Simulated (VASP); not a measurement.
SiO2: single point with r2SCAN

Crystal: SiO2.

```
CELL_PARAMETERS angstrom
5.15828 0.00000 0.00000
-2.57914 4.46720 0.00000
0.00000 0.00000 5.64971
ATOMIC_POSITIONS crystal
Si 0.50000 0.50000 0.33333
Si 0.00000 0.50000 0.66667
Si 0.50000 0.00000 0.00000
O 0.20824 0.79176 0.83333
O 0.41648 0.20824 0.16667
O 0.20824 0.41648 0.50000
O 0.79176 0.20824 0.83333
O 0.58352 0.79176 0.16667
O 0.79176 0.58352 0.50000
```

- Program: VASP 6.6.1
- Task: single point
- Functional: r2SCAN
- Potentials or basis: VASP PAW PBE potentials, release 64 (Si, O)
- Cutoff: 520 eV
- k mesh: 6 × 6 × 4
- Occupations: gaussian, width 0.01 eV
- Spin: no spin polarisation

- Pressure: -9.7 GPa
- Largest force: 0.437 eV/Å
- Band gap on the k mesh: 5.95 eV (least direct gap 6.13 eV)

Forces in eV/Å, atoms in the order of the input:
```
Si   0.000  0.000  0.000
Si   0.000  0.000  0.000
Si   0.000  0.000  0.000
O    0.379 -0.219  0.000
O    0.379  0.219  0.000
O    0.000  0.437  0.000
O   -0.379  0.219  0.000
O   -0.379 -0.219  0.000
O    0.000 -0.437  0.000
```

Levels at points of the mesh, in eV from the valence-band top:
| k point | band 21 | band 22 | band 23 | band 24 | band 25 | band 26 | band 27 | band 28 |
| --- | --- | --- | --- | --- | --- | --- | --- | --- |
| (0.00, 0.00, 0.00) | -0.94 | -0.42 | -0.42 | -0.17 | 5.95 | 9.43 | 9.43 | 9.74 |
| (0.50, 0.00, 0.00) | -1.08 | -0.94 | -0.33 | 0.00 | 8.05 | 8.88 | 10.06 | 10.17 |
| (0.00, 0.00, 0.50) | -1.07 | -0.29 | 0.00 | 0.00 | 7.80 | 7.80 | 9.05 | 10.36 |
| (0.50, 0.00, 0.50) | -0.86 | -0.69 | -0.66 | -0.31 | 8.75 | 9.40 | 9.65 | 9.87 |

Run time: 2.2 min on 1 thread of Intel(R) Xeon(R) 6975P-C (Granite Rapids) (shared host), peak memory 0.29 GiB.

Caveat: the cell stands under tension; the PAW data sets were made with another functional, which shifts forces and pressure a little. r2SCAN opens gaps a little over a GGA but as a rule still falls short of measured ones.
